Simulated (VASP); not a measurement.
Here is a VASP 6.6.1 calculation.

POSCAR

```
TiO2
1.0
   -1.8921000000      1.8921000000      4.7573000000
    1.8921000000     -1.8921000000      4.7573000000
    1.8921000000      1.8921000000     -4.7573000000
Ti O
2 4
Direct
    0.0000000000      0.0000000000      0.0000000000
    0.7500000000      0.2500000000      0.5000000000
    0.2081000000      0.2081000000      0.0000000000
    0.9581000000      0.4581000000      0.5000000000
    0.5419000000      0.0419000000      0.5000000000
    0.7919000000      0.7919000000      0.0000000000
```

Contents of INCAR.step1:

```
SYSTEM = TiO2
ALGO = Normal
EDIFF = 1E-4
ENCUT = 520
GGA = PE
ISMEAR = 0
LASPH = .True.
LCHARG = .False.
LREAL = .False.
LWAVE = .True.
NELM = 60
PREC = Accurate
SIGMA = 0.01
```

File INCAR.step2:

```
SYSTEM = TiO2
ALGO = Normal
EDIFF = 1E-6
EDIFFG = -0.002
ENCUT = 520
IBRION = 2
ISIF = 2
ISMEAR = 0
ISTART = 1
LASPH = .True.
LCHARG = .False.
LMIXTAU = .True.
LREAL = .False.
LWAVE = .False.
METAGGA = R2SCAN
NELM = 60
NSW = 80
PREC = Accurate
SIGMA = 0.01
```

KPOINTS

```
k-points
0
Gamma
  6 6 6
  0 0 0
```

Potentials or basis: VASP PAW PBE potentials, release 64 (Ti_sv, O).

Run with:

```console
$ cat potpaw_PBE.64/Ti_sv/POTCAR potpaw_PBE.64/O/POTCAR > POTCAR
$ cp INCAR.step1 INCAR
$ mpirun -np 1 vasp_std > vasp.out
$ cp INCAR.step2 INCAR
$ mpirun -np 1 vasp_std > vasp.out
```

Q: Estimate the energy gained by relaxing.

A: 0.0 meV/atom.

Q: Estimate the band gap on the k mesh.

A: 2.56 eV (least direct gap 2.90 eV).

Final structure:
```
Ti O
1.0
    -1.89210    1.89210    4.75730
     1.89210   -1.89210    4.75730
     1.89210    1.89210   -4.75730
Ti O
2 4
Direct
  0.00000 0.00000 0.00000
  0.75000 0.25000 0.50000
  0.20835 0.20835 0.00000
  0.95835 0.45835 0.50000
  0.54165 0.04165 0.50000
  0.79165 0.79165 0.00000
```

 A k mesh can miss the band edges.
